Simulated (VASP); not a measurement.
Runs of VASP 6.6.1 on Pt. The structure is that of space group Fm-3m (No. 225), or close to it. The cells are those of the table. 

```csv
task,cell,k mesh,cutoff (eV),gap on the mesh (eV),pressure (GPa)
single point,"a = 2.470 Å, angles 60.0°, 1 atom",19 × 19 × 19,520,none,(a)
single point,"a = 2.807 Å, angles 60.0°, 1 atom",17 × 17 × 17,520,none,-0.5
single point,"a = 2.471 Å, angles 60.0°, 1 atom",19 × 19 × 19,520,none,261.7
relaxation of cell and atoms,"relaxed from a = 2.808 Å, angles 60.0°, 1 atom",17 × 17 × 17,600,none,0.0
relaxation of cell and atoms,"relaxed to 260 GPa from a = 2.470 Å, angles 60.0°, 1 atom",19 × 19 × 19,600,none,260.0
relaxation of cell and atoms,"relaxed to 260 GPa from a = 2.471 Å, angles 60.0°, 1 atom",19 × 19 × 19,600,none,260.0
```

Alike in all rows: level PBE; potentials or basis VASP PAW PBE potentials, release 64 (Pt); no spin polarisation; smearing fermi-dirac 0.05 eV.

Task: Estimate the missing entries.

Result: (a) 263.0.

Caveats: spin-orbit coupling is left out, which moves the levels of the heavy elements; the cell stands under pressure (at least some runs); the cell is relaxed towards a set pressure, so the run minimises the enthalpy, not the energy (at least some runs).

A k mesh can miss the band edges, and the runs leave out spin-orbit coupling on Pt.

A gap of «none» marks levels without a gap at the run's occupations.
